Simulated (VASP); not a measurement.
# HgTe (F-43m) in VASP: a series of runs, part 2 of 2

VASP 6.6.1. The steps go on from the part before.

### Step 3. Single point, r2SCAN (strain -2.6%)

POSCAR

```
HgTe
1.0
    0.0000000000      3.2036397821      3.2036397821
    3.2036397821      0.0000000000      3.2036397821
    3.2036397821      3.2036397821      0.0000000000
Hg Te
1 1
Direct
    0.0000000000      0.0000000000      0.0000000000
    0.2500000000      0.2500000000      0.2500000000
```

INCAR.step1

```
PREC     = Accurate       # precision mode
ENCUT    = 520            # plane-wave cutoff, eV
ISMEAR   = -1             # smearing method
SIGMA    = 0.02           # smearing width, eV
LREAL    = False          # projectors in reciprocal space
LASPH    = True           # aspherical terms in the spheres
NELM     = 60             # most SCF steps
NBANDS   = 16             # bands
GGA      = PE             # functional
ALGO     = Normal         # electronic algorithm
EDIFF    = 1E-4           # SCF threshold, eV
LWAVE    = True           # write WAVECAR
LCHARG   = False          # write CHGCAR
```

INCAR.step2

```
PREC     = Accurate       # precision mode
ENCUT    = 520            # plane-wave cutoff, eV
EDIFF    = 1E-7           # SCF threshold, eV
ISMEAR   = -1             # smearing method
SIGMA    = 0.02           # smearing width, eV
LREAL    = False          # projectors in reciprocal space
LASPH    = True           # aspherical terms in the spheres
NELM     = 60             # most SCF steps
ALGO     = Normal         # electronic algorithm
ISIF     = 2              # what is computed and relaxed
LWAVE    = False          # write WAVECAR
LCHARG   = False          # write CHGCAR
METAGGA  = R2SCAN         # meta-GGA
LMIXTAU  = True         
NBANDS   = 16             # bands
ISTART   = 1
```

KPOINTS

```
Automatic mesh
0
Gamma
  6 6 6
```

Potentials or basis: VASP PAW PBE potentials, release 64 (Hg, Te).

Started as:

```bash
> cat potpaw_PBE.64/Hg/POTCAR potpaw_PBE.64/Te/POTCAR > POTCAR
> cp INCAR.step1 INCAR
> mpirun -np 1 vasp_std > vasp.out
> cp INCAR.step2 INCAR
> mpirun -np 1 vasp_std > vasp.out
```

OUTCAR:

```text
PREC = Accurate
   ENCUT = 520
   EDIFF = 1E-7
   ISMEAR = -1
   LREAL = False
   LASPH = True
   NELM = 60
   ISIF = 2
   METAGGA = R2SCAN
   ISTART = 1

 ion  position               nearest neighbor table
   1  0.000  0.000  0.000-   2 2.77   2 2.77   2 2.77   2 2.77
   2  0.250  0.250  0.250-   1 2.77   1 2.77   1 2.77   1 2.77

  LATTYP: Found a face centered cubic cell.
 ALAT       =     6.4072795642

  Lattice vectors:
[... 478 lines left out ...]
     15      14.6680      0.00000
     16      14.9865      0.00000

------------------------ aborting loop because EDIFF is reached ----------------------------------------

  FORCE on cell =-STRESS in cart. coord.  units (eV):
  Direction    XX          YY          ZZ          XY          YZ          ZX
  --------------------------------------------------------------------------------------
  -------------------------------------------------------------------------------------
  Total        1.5966866      1.5966866      1.5966866      0.0000000     -0.0000000      0.0000000
  in kB       38.9017583     38.9017583     38.9017583      0.0000000     -0.0000000      0.0000000
  external PRESSURE =      38.9017583 kB  Pullay stress =       0.0000000 kB

 VOLUME and BASIS-vectors are now :
 -----------------------------------------------------------------------------
  energy-cutoff  :      520.00
  volume of cell :       65.76
      direct lattice vectors                 reciprocal lattice vectors
     0.000000000  3.203639782  3.203639782    -0.156072478  0.156072478  0.156072478
     3.203639782  0.000000000  3.203639782     0.156072478 -0.156072478  0.156072478
     3.203639782  3.203639782  0.000000000     0.156072478  0.156072478 -0.156072478

 POSITION                                       TOTAL-FORCE (eV/Angst)
 -----------------------------------------------------------------------------------
      0.00000      0.00000      0.00000         0.000000     -0.000000      0.000000
      1.60182      1.60182      1.60182        -0.000000      0.000000     -0.000000
 -----------------------------------------------------------------------------------
    total drift:                               -0.000000     -0.000000     -0.000000

  FREE ENERGIE OF THE ION-ELECTRON SYSTEM (eV)
  ---------------------------------------------------
  free  energy   TOTEN  =       -75.0920779913 eV

  energy  without entropy=      -75.0917243690  energy(sigma->0) =      -75.09190118
```

OSZICAR.step1:

```text
N       E                     dE             d eps       ncg     rms          rms(c)
DAV:   1     0.107065168032E+03    0.10707E+03   -0.80952E+03   512   0.969E+02
DAV:   2    -0.174210965460E+00   -0.10724E+03   -0.10103E+03   592   0.230E+02
DAV:   3    -0.370861875600E+01   -0.35344E+01   -0.35254E+01   616   0.436E+01
DAV:   4    -0.374146671738E+01   -0.32848E-01   -0.32846E-01   776   0.377E+00
DAV:   5    -0.374153652358E+01   -0.69806E-04   -0.69806E-04   672   0.167E-01    0.814E+00
DAV:   6    -0.353209264047E+01    0.20944E+00   -0.40775E-01   592   0.875E+00    0.636E+00
DAV:   7    -0.352367654300E+01    0.84161E-02   -0.10686E-01   584   0.226E+00    0.225E+00
DAV:   8    -0.352279334052E+01    0.88320E-03   -0.12100E-02   576   0.128E+00    0.571E-01
DAV:   9    -0.352281316013E+01   -0.19820E-04   -0.76509E-04   624   0.324E-01
   1 F= -.35228132E+01 E0= -.35226363E+01  d E =-.353624E-03
```

It took 94 s on 1 thread of AMD EPYC 7R43 (Zen 3), shared host; peak memory 0.18 GiB.

Results:

| Property | Result |
| --- | --- |
| Free energy | -75.0921 eV |
| Pressure | 3.9 GPa |
| Band gap on the k mesh | zero (filled and empty bands touch) |

Levels at points of the mesh, in eV from the Fermi level:
```csv
k point,band 6,band 7,band 8,band 9,band 10,band 11,band 12,band 13
"(0.00, 0.00, 0.00)",-7.22,-0.36,-0.01,-0.01,-0.01,4.49,4.49,4.49
"(0.50, 0.00, 0.00)",-6.88,-5.86,-1.09,-1.09,0.94,5.32,5.32,7.14
"(0.50, 0.50, 0.00)",-6.70,-5.76,-2.49,-2.49,2.06,2.65,8.81,9.54
```

Caveat: the cell differs from its parent crystal (strain -2.6%); the PAW data sets were made with another functional, which shifts forces and pressure a little; spin-orbit coupling is left out, which moves the levels of the heavy elements.

### Step 4. Single point, HSE06 (strain -2.6%)

POSCAR is that of step 3.

INCAR.step1

```
ALGO = Normal ; EDIFF = 1E-5
ENCUT = 520 ; GGA = PE
ISIF = 2 ; ISMEAR = -1
LASPH = T ; LCHARG = F
LREAL = F ; LWAVE = T
NBANDS = 16 ; NELM = 100
PREC = Accurate ; SIGMA = 0.02
```

INCAR.step2

```
ALGO = Normal ; EDIFF = 1E-6
ENCUT = 520 ; GGA = PE
HFSCREEN = 0.2079 ; ISIF = 2
ISMEAR = -1 ; ISTART = 1
LASPH = T ; LCHARG = F
LHFCALC = T ; LREAL = F
LWAVE = F ; NBANDS = 16
NELM = 100 ; PREC = Accurate
PRECFOCK = Normal ; SIGMA = 0.02
```

KPOINTS

```
k-points
0
Gamma
  4 4 4
```

Started as:

```bash
> cat potpaw_PBE.64/Hg/POTCAR potpaw_PBE.64/Te/POTCAR > POTCAR
> cp INCAR.step1 INCAR
> mpirun -np 1 vasp_std > vasp.out
> cp INCAR.step2 INCAR
> mpirun -np 1 vasp_std > vasp.out
```

It took 15 min on 1 thread of AMD EPYC 7R43 (Zen 3), shared host; peak memory 0.28 GiB.

The run converged. Its results:

```
Free energy            : -4.6034 eV
Pressure               : 4.0 GPa
Band gap on the k mesh : zero (filled and empty bands touch)
```

Levels at points of the mesh, in eV from the Fermi level:
```tsv
k point	band 6	band 7	band 8	band 9	band 10	band 11	band 12	band 13
(0.00, 0.00, 0.00)	-8.06	-0.05	-0.02	-0.02	-0.02	4.92	4.92	4.92
(0.50, 0.00, 0.00)	-7.67	-6.11	-1.15	-1.15	1.35	5.78	5.78	7.68
(0.50, 0.50, 0.00)	-7.49	-6.05	-2.61	-2.61	2.56	2.99	9.37	10.13
```

Caveat: the k points lie up to 0.42 Å⁻¹ apart; the cell differs from its parent crystal (strain -2.6%); the PAW data sets were made with another functional, which shifts forces and pressure a little; spin-orbit coupling is left out, which moves the levels of the heavy elements.

### Step 5. Overview

| level | k mesh | grid for exact exchange (PRECFOCK) | screening parameter | gap on the mesh (eV) | pressure (GPa) |
| --- | --- | --- | --- | --- | --- |
| PBE | 6 × 6 × 6 | - | - | none | 5.3 |
| r2SCAN | 6 × 6 × 6 | - | - | none | 3.9 |
| HSE06 | 4 × 4 × 4 | Normal | 0.2079 1/Å | none | 4.0 |

Alike in all rows: task single point; potentials or basis VASP PAW PBE potentials, release 64 (Hg, Te); no spin polarisation; cell as given; cutoff (eV) 520; smearing fermi-dirac 0.02 eV.

Caveats: some runs use coarse meshes; spin-orbit coupling is left out, which moves the levels of the heavy elements; the PAW data sets were made with another functional, which shifts forces and pressure a little (some runs).

Absolute energies hang on the potentials; compare differences alone.
